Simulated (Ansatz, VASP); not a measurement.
This is a calculation of SnTe for Ansatz 0.2.0.

input

```
crystal:
  lattice:
    - [0.0, 3.5374284581, 3.5374284581]
    - [3.5374284581, 0.0, 3.5374284581]
    - [3.5374284581, 3.5374284581, 0.0]
  atoms:
    - { symbol: Te, position: [0.25, 0.25, 0.25] }
    - { symbol: Sn, position: [0.0, 0.0, 0.0] }
hamiltonian:
  xc: hse06
  pseudopotentials: { kind: paw }
kpoints:
  mp_grid: { grid: [4, 4, 4] }
scf:
  occupations: { method: fermi_dirac, width: 0.05 }
output:
  forces: true
  stress: true
  eigenvalues: true
```

Q: Set up the same calculation for VASP 6.6.1. Potentials there: VASP PAW PBE potentials, release 64 (Te, Sn_d).

A: As run (the cutoff follows the program's own potentials):

POSCAR

```
SnTe
1.0
    0.0000000000      3.5374284581      3.5374284581
    3.5374284581      0.0000000000      3.5374284581
    3.5374284581      3.5374284581      0.0000000000
Te Sn
1 1
Direct
    0.2500000000      0.2500000000      0.2500000000
    0.0000000000      0.0000000000      0.0000000000
```

INCAR.step1

```
SYSTEM = SnTe
PREC     = Accurate       ! precision mode
ENCUT    = 520            ! plane-wave cutoff, eV
EDIFF    = 1E-5           ! SCF threshold, eV
ISMEAR   = -1             ! smearing method
SIGMA    = 0.05           ! smearing width, eV
LREAL    = .False.        ! projectors in reciprocal space
LASPH    = .True.         ! aspherical terms in the spheres
NELM     = 100            ! most SCF steps
ALGO     = Normal         ! electronic algorithm
ISIF     = 2              ! what is computed and relaxed
LWAVE    = .True.         ! write WAVECAR
LCHARG   = .False.        ! write CHGCAR
GGA      = PE             ! functional
NBANDS   = 17             ! bands
```

File INCAR.step2:

```
SYSTEM = SnTe
PREC     = Accurate       ! precision mode
ENCUT    = 520            ! plane-wave cutoff, eV
EDIFF    = 1E-7           ! SCF threshold, eV
ISMEAR   = -1             ! smearing method
SIGMA    = 0.05           ! smearing width, eV
LREAL    = .False.        ! projectors in reciprocal space
LASPH    = .True.         ! aspherical terms in the spheres
NELM     = 100            ! most SCF steps
ALGO     = Normal         ! electronic algorithm
ISIF     = 2              ! what is computed and relaxed
LWAVE    = .False.        ! write WAVECAR
LCHARG   = .False.        ! write CHGCAR
GGA      = PE             ! functional
LHFCALC  = .True.         ! exact exchange
HFSCREEN = 0.2079         ! screening, 1/A
PRECFOCK = Normal       
ISTART   = 1            
NBANDS   = 17             ! bands
```

Contents of KPOINTS:

```
Automatic mesh
0
Gamma
  4 4 4
  0 0 0
```

Potentials or basis: VASP PAW PBE potentials, release 64 (Te, Sn_d).

The run is started by

```sh
$ cat potpaw_PBE.64/Te/POTCAR potpaw_PBE.64/Sn_d/POTCAR > POTCAR
$ cp INCAR.step1 INCAR
$ mpirun -np 1 vasp_std > vasp.out
$ cp INCAR.step2 INCAR
$ mpirun -np 1 vasp_std > vasp.out
```

Both were run:

|  | VASP | Ansatz | Ansatz less VASP |
| --- | --- | --- | --- |
| pressure (GPa) | 0.7 | 0.9 | +0.18 |

With one functional, cell and mesh, what is left measures potentials, basis and numerics. VASP's potentials hold 20 valence electrons a cell and Ansatz's 30, so a difference there can come from the potentials and not from the codes.

Spin-orbit coupling is off throughout.
